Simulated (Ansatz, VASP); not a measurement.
**Yb: VASP beside Ansatz**

Contents of POSCAR:

```
Yb
1.0
    0.0000000000      4.3613411483      4.3613411483
    4.3613411483      0.0000000000      4.3613411483
    4.3613411483      4.3613411483      0.0000000000
Yb
2
Direct
    0.1250000000      0.1250000000      0.1250000000
    0.8750000000      0.8750000000      0.8750000000
```

Contents of INCAR.step1:

```
SYSTEM = Yb
ALGO = Normal
EDIFF = 1E-4
ENCUT = 520
GGA = PE
ISMEAR = -1
LASPH = .TRUE.
LCHARG = .FALSE.
LREAL = .FALSE.
LWAVE = .TRUE.
NBANDS = 31
NELM = 80
PREC = Accurate
SIGMA = 0.1
```

File INCAR.step2:

```
SYSTEM = Yb
ALGO = Normal
EDIFF = 1E-7
ENCUT = 520
ISIF = 2
ISMEAR = -1
ISTART = 1
LASPH = .TRUE.
LCHARG = .FALSE.
LMIXTAU = .TRUE.
LREAL = .FALSE.
LWAVE = .FALSE.
METAGGA = R2SCAN
NBANDS = 31
NELM = 80
PREC = Accurate
SIGMA = 0.1
```

Contents of KPOINTS:

```
k-points
0
G
  7 7 7
  0 0 0
```

Input for Ansatz:

```yaml
crystal:
  lattice:
    - [0.0, 4.3613411483, 4.3613411483]
    - [4.3613411483, 0.0, 4.3613411483]
    - [4.3613411483, 4.3613411483, 0.0]
  atoms:
    - { symbol: Yb, position: [0.125, 0.125, 0.125] }
    - { symbol: Yb, position: [0.875, 0.875, 0.875] }
hamiltonian:
  xc: r2scan
  pseudopotentials:
    kind: paw
    azcp:
      Yb: "pseudopotentials/Yb.paw.azcp"
basis:
  ecutwfc: 500
  fft_grid_basis: typed
kpoints:
  mp_grid: { grid: [7, 7, 7], shift: [0, 0, 0] }
magnetization:
  spin_polarized: false
scf:
  occupations: { method: fermi_dirac, width: 0.1 }
  lower_state_search: "off"
output:
  stress: true
  write_density: true
  write_potential: true
  elf: true
  volumetric_format: npy
```

Alike in both runs: task single point; functional r2SCAN; k mesh 7 × 7 × 7; occupations fermi-dirac, width 0.1 eV; no spin polarisation.

```csv
,VASP,Ansatz
version,VASP 6.6.1,Ansatz 0.2.0
potentials or method,"VASP PAW PBE potentials, release 64 (Yb), cutoff 520 eV","plane waves (500 eV) with PAW, scalar-relativistic"
valence electrons in the cell,48,48
```

Ansatz gave:

- pressure (GPa): -0.1

Task: Which values does VASP return?

Result: Pressure (GPa): -0.4.

VASP's potentials were made for PBE, not for r2SCAN.

Spin-orbit coupling is off throughout.
